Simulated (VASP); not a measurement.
Input of a VASP 6.6.1 run:

Contents of INCAR:

```
ALGO     = Normal         # electronic algorithm
EDIFF    = 1E-6           # SCF threshold, eV
ENCUT    = 520            # plane-wave cutoff, eV
GGA      = PE             # functional
ISIF     = 2              # what is computed and relaxed
ISMEAR   = 0              # smearing method
LASPH    = T              # aspherical terms in the spheres
LCHARG   = F              # write CHGCAR
LREAL    = F              # projectors in reciprocal space
LWAVE    = F              # write WAVECAR
NBANDS   = 15             # bands
NELM     = 80             # most SCF steps
PREC     = Accurate       # precision mode
SIGMA    = 0.1            # smearing width, eV
```

The input KPOINTS:

```
k-points
0
Gamma
  11 11 11
```

File POSCAR:

```
TaN
1.0
    0.0000000000      2.1790000000      2.1790000000
    2.1790000000      0.0000000000      2.1790000000
    2.1790000000      2.1790000000      0.0000000000
Ta N
1 1
Direct
    0.5000000000      0.5000000000      0.5000000000
    0.0000000000      0.0000000000      0.0000000000
```

Potentials or basis: VASP PAW PBE potentials, release 64 (Ta_pv, N).

Command:

```sh
$ cat potpaw_PBE.64/Ta_pv/POTCAR potpaw_PBE.64/N/POTCAR > POTCAR
$ mpirun -np 1 vasp_std > vasp.out
```

Task: Estimate the band gap on the k mesh.

Result: Zero (band 8 reaches 11.61 eV, above the bottom of band 9 at 7.68 eV).

Task: Predict the pressure.

Result: 15.6 GPa.

Caveat: spin-orbit coupling is left out, which moves the levels of the heavy elements.
